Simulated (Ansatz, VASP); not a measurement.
This is a calculation of BaTiO3 for Ansatz 0.2.0.

Contents of input.yaml:

```yaml
crystal:
  lattice:
    - [2.8273666084, 1.6323808724, 2.3183934932]
    - [-2.8273666084, 1.6323808724, 2.3183934932]
    - [0.0, -3.2647617449, 2.3183934932]
  atoms:
    - { symbol: Ba, position: [-0.012677, -0.007979, 0.007118] }
    - { symbol: Ti, position: [0.483124, 0.472588, 0.482033] }
    - { symbol: O, position: [0.510502, 0.00929, 0.516531] }
    - { symbol: O, position: [0.021182, 0.520255, 0.513586] }
    - { symbol: O, position: [0.510776, 0.51392, 0.01422] }
kpoints:
  mp_grid: { grid: [7, 7, 7] }
scf:
  occupations: { method: fermi_dirac, width: 0.05 }
hamiltonian:
  xc: pbesol
  pseudopotentials: { kind: all_electron, lapw: { basis_error: 0.001 } }
output:
  forces: true
  stress: true
  eigenvalues: true
  populations: true
```

Potentials or basis: all-electron LAPW, scalar-relativistic.

Launch:

```console
$ ansatz run input.yaml --threads 4 --pin off --max-ram 12288MiB --backend cpu --events-out ev --progress --plain --runs-dir out
```

Problem. Set up the same calculation for VASP 6.6.1. Potentials there: VASP PAW PBE potentials, release 64 (Ba_sv, Ti_sv, O).

Solution. As run (the cutoff follows the program's own potentials):

The input INCAR:

```
SYSTEM = BaTiO3
  PREC = Accurate
  ENCUT = 600
  EDIFF = 1E-6
  ISMEAR = -1
  SIGMA = 0.05
  LREAL = .False.
  LASPH = .True.
  NELM = 120
  ALGO = Normal
  ISIF = 2
  LWAVE = .False.
  LCHARG = .True.
  GGA = PS
  LELF = .True.
  LVHAR = .True.
  NBANDS = 28
  GGA_COMPAT = .False.
```

KPOINTS

```
regular mesh
0
Gamma
  7 7 7
  0 0 0
```

POSCAR

```
BaTiO3
1.0
    2.8273666084      1.6323808724      2.3183934932
   -2.8273666084      1.6323808724      2.3183934932
    0.0000000000     -3.2647617449      2.3183934932
Ba Ti O
1 1 3
Direct
   -0.0126770000     -0.0079790000      0.0071180000
    0.4831240000      0.4725880000      0.4820330000
    0.5105020000      0.0092900000      0.5165310000
    0.0211820000      0.5202550000      0.5135860000
    0.5107760000      0.5139200000      0.0142200000
```

Potentials or basis: VASP PAW PBE potentials, release 64 (Ba_sv, Ti_sv, O).

Command:

```console
$ cat potpaw_PBE.64/Ba_sv/POTCAR potpaw_PBE.64/Ti_sv/POTCAR potpaw_PBE.64/O/POTCAR > POTCAR
$ mpirun -np 1 vasp_std > vasp.out
```

Both were run:

|  | VASP | Ansatz | Ansatz less VASP |
| --- | --- | --- | --- |
| gap on the k mesh at the Fermi level (eV) | 2.52 | 2.57 | +0.047 |
| least direct gap on the mesh (eV) | 2.94 | 2.95 | +0.008 |
| pressure (GPa) | 0.7 | -1.0 | -1.72 |
| traceless stress, the component that is largest in VASP (GPa) | 0.65 | 0.69 | +0.036 |
| rms of the force components (eV/Å) | 0.273 | 0.264 | -0.0084 |

VASP's potentials were made for PBE, not for PBEsol. Atom by atom the forces differ by 0.035 eV/Å (rms over components). Ansatz ran all-electron here, and VASP with PAW potentials.

Neither program's run includes spin-orbit coupling.
